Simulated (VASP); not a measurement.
A run of VASP 6.6.1 is set up as follows.

The input INCAR:

```
SYSTEM = Al5Ru3
ALGO     = Normal         ! electronic algorithm
EDIFF    = 1E-6           ! SCF threshold, eV
EDIFFG   = -0.025         ! ionic threshold
ENCUT    = 520            ! plane-wave cutoff, eV
GGA      = PE             ! functional
IBRION   = 2              ! ionic algorithm
ISIF     = 2              ! what is computed and relaxed
ISMEAR   = 0              ! smearing method
LASPH    = .True.         ! aspherical terms in the spheres
LCHARG   = .False.        ! write CHGCAR
LREAL    = .False.        ! projectors in reciprocal space
LWAVE    = .False.        ! write WAVECAR
NELM     = 80             ! most SCF steps
NSW      = 65             ! ionic steps
PREC     = Accurate       ! precision mode
SIGMA    = 0.1            ! smearing width, eV
```

The input KPOINTS:

```
Automatic mesh
0
Gamma
  6 6 6
  0.5 0.5 0.5
```

POSCAR

```
Al5Ru3
1.0
   -3.0041768547      3.0041768547      3.0041768547
    3.0041768547     -3.0041768547      3.0041768547
    3.0041768547      3.0041768547     -3.0041768547
Al Ru
5 3
Direct
    0.0000000000      0.0000000000      0.0000000000
    0.5000000000      0.5000000000      0.0000000000
    0.5000000000      0.0000000000      0.5000000000
    0.0000000000      0.5000000000      0.5000000000
    0.5000000000      0.5000000000      0.5000000000
    0.0000000000      0.0000000000      0.5000000000
    0.0000000000      0.5000000000      0.0000000000
    0.5000000000      0.0000000000      0.0000000000
```

Potentials or basis: VASP PAW PBE potentials, release 64 (Al, Ru_pv).

Command:

```bash
$ cat potpaw_PBE.64/Al/POTCAR potpaw_PBE.64/Ru_pv/POTCAR > POTCAR
$ mpirun -np 1 vasp_std > vasp.out
```

Problem. Predict the band gap on the k mesh.

Solution. Zero (an odd number of electrons rules out a gap without spin polarisation).

Final structure:
```xyz
8
Lattice="-3.0042 3.0042 3.0042 3.0042 -3.0042 3.0042 3.0042 3.0042 -3.0042" Properties=species:S:1:pos:R:3 pbc="T T T"
Al    0.0000    0.0000    0.0000
Al    0.0000    0.0000    3.0042
Al    0.0000    3.0042    0.0000
Al    3.0042    0.0000    0.0000
Al    1.5021    1.5021    1.5021
Ru    1.5021    1.5021   -1.5021
Ru    1.5021   -1.5021    1.5021
Ru   -1.5021    1.5021    1.5021
```

Caveat: the relaxation stopped at its first step, so nothing moved.
